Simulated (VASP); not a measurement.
Runs of VASP 6.6.1 on MgSI. The structure is that of space group P-6m2 (No. 187), or close to it. The cells are those of the table. The cell was built from a structure type or drawn by symmetry, and may not be a known phase.

| task | cell | k mesh | cutoff (eV) | gap on the mesh (eV) | pressure (GPa) | relaxed volume (Å³/atom) |
| --- | --- | --- | --- | --- | --- | --- |
| single point | a = 4.769, b = 4.769, c = 4.806 Å, angles 90.0, 90.0, 120.0°, 3 atoms | 6 × 6 × 4 | 520 | none | (b) | - |
| relaxation of cell and atoms | relaxed from a = 4.239, b = 4.239, c = 5.281 Å, angles 90.0, 90.0, 120.0°, 3 atoms | 12 × 12 × 10 | 600 | none | 0.0 | 27.24 |
| relaxation of cell and atoms | relaxed from a = 4.769, b = 4.769, c = 4.806 Å, angles 90.0, 90.0, 120.0°, 3 atoms | 6 × 6 × 4 | 600 | none | 0.0 | 27.26 |
| single point | a = 4.239, b = 4.239, c = 5.281 Å, angles 90.0, 90.0, 120.0°, 3 atoms | 6 × 6 × 4 | 520 | none | (a) | - |
| single point | a = 4.235, b = 4.235, c = 5.267 Å, angles 90.0, 90.0, 120.0°, 3 atoms | 12 × 12 × 10 | 520 | none | -0.1 | - |

Alike in all rows: level PBE; potentials or basis VASP PAW PBE potentials, release 64 (Mg, S, I); no spin polarisation; smearing gaussian 0.1 eV.

**Question.** Estimate the missing entries.

**Answer.** (a) -0.2; (b) -5.6.

Caveats: spin-orbit coupling is left out, which moves the levels of the heavy elements; an odd number of electrons without spin polarisation forces a metal; a magnetic or distorted state may lie lower; the cell stands under tension (at least some runs).

A k mesh can miss the band edges, and the runs leave out spin-orbit coupling on I.

A gap of «none» marks levels without a gap at the run's occupations.
